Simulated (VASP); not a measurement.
The system is BeTe.

```
CELL_PARAMETERS angstrom
0.00000 2.97005 2.97005
2.97005 0.00000 2.97005
2.97005 2.97005 0.00000
ATOMIC_POSITIONS crystal
Be 0.00000 0.00000 0.00000
Te 0.25000 0.25000 0.25000
```

This cell differs from its parent crystal: strain +5.0%.

Base run:

| Item | Value |
| --- | --- |
| Program | VASP 6.6.1 |
| Functional | r2SCAN |
| Potentials or basis | VASP PAW PBE potentials, release 64 (Be, Te) |
| Cutoff | 520 eV |
| k mesh | 8 × 8 × 8 |
| Occupations | gaussian, width 0.01 eV |
| Spin | no spin polarisation |

Its results: band gap on the k mesh 2.68 eV, indirect (least direct gap 3.33 eV); pressure -6.5 GPa.

Task: The run is repeated on the same cell with these changes: functional from r2SCAN to PBE; k mesh from 8 × 8 × 8 to 4 × 4 × 4. What comes out?

Result: Band gap on the k mesh 2.31 eV, indirect (least direct gap 2.73 eV); pressure -5.7 GPa.

Several settings changed at once, so the effect can't be laid on one alone.

Caveats: some runs use coarse meshes; spin-orbit coupling is left out, which moves the levels of the heavy elements; the PAW data sets were made with another functional, which shifts forces and pressure a little (some runs).

A k mesh can miss the band edges.
